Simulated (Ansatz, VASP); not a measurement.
# Two plane-wave programs on Ni

Contents of INCAR:

```
PREC = Accurate ; ENCUT = 520
EDIFF = 1E-7 ; ISMEAR = -1
SIGMA = 0.1 ; LREAL = F
LASPH = T ; NELM = 80
ALGO = Normal ; ISIF = 2
LWAVE = F ; LCHARG = T
GGA = RE ; LELF = T
LVHAR = T ; NBANDS = 11
```

Contents of KPOINTS:

```
regular mesh
0
Gamma
  18 18 18
```

POSCAR

```
Ni
1.0
   -1.4617263399      1.4617263399      1.4617263399
    1.4617263399     -1.4617263399      1.4617263399
    1.4617263399      1.4617263399     -1.4617263399
Ni
1
Direct
    0.0000000000      0.0000000000      0.0000000000
```

Input for Ansatz:

```yaml
crystal:
  lattice:
    - [-1.4617263399, 1.4617263399, 1.4617263399]
    - [1.4617263399, -1.4617263399, 1.4617263399]
    - [1.4617263399, 1.4617263399, -1.4617263399]
  atoms:
    - { symbol: Ni, position: [0.0, 0.0, 0.0] }
hamiltonian:
  xc: revpbe
  pseudopotentials:
    kind: paw
    azcp:
      Ni: "pseudopotentials/Ni.paw.azcp"
basis:
  ecutwfc: 420
  fft_grid_basis: typed
kpoints:
  mp_grid: { grid: [18, 18, 18], shift: [0, 0, 0] }
magnetization:
  spin_polarized: false
scf:
  occupations: { method: fermi_dirac, width: 0.1 }
  lower_state_search: "off"
output:
  stress: true
```

Alike in both runs: task single point; functional revPBE; k mesh 18 × 18 × 18; occupations fermi-dirac, width 0.1 eV; no spin polarisation.

|  | VASP | Ansatz |
| --- | --- | --- |
| version | VASP 6.6.1 | Ansatz 0.2.0 |
| potentials or method | VASP PAW PBE potentials, release 64 (Ni), cutoff 520 eV | plane waves (420 eV) with PAW, scalar-relativistic |
| valence electrons in the cell | 10 | 18 |

```csv
,VASP,Ansatz,Ansatz less VASP
pressure (GPa),-15.2,-15.6,-0.39
```

VASP's potentials were made for PBE, not for revPBE. VASP's potentials hold 10 valence electrons a cell and Ansatz's 18, so a difference there can come from the potentials and not from the codes.
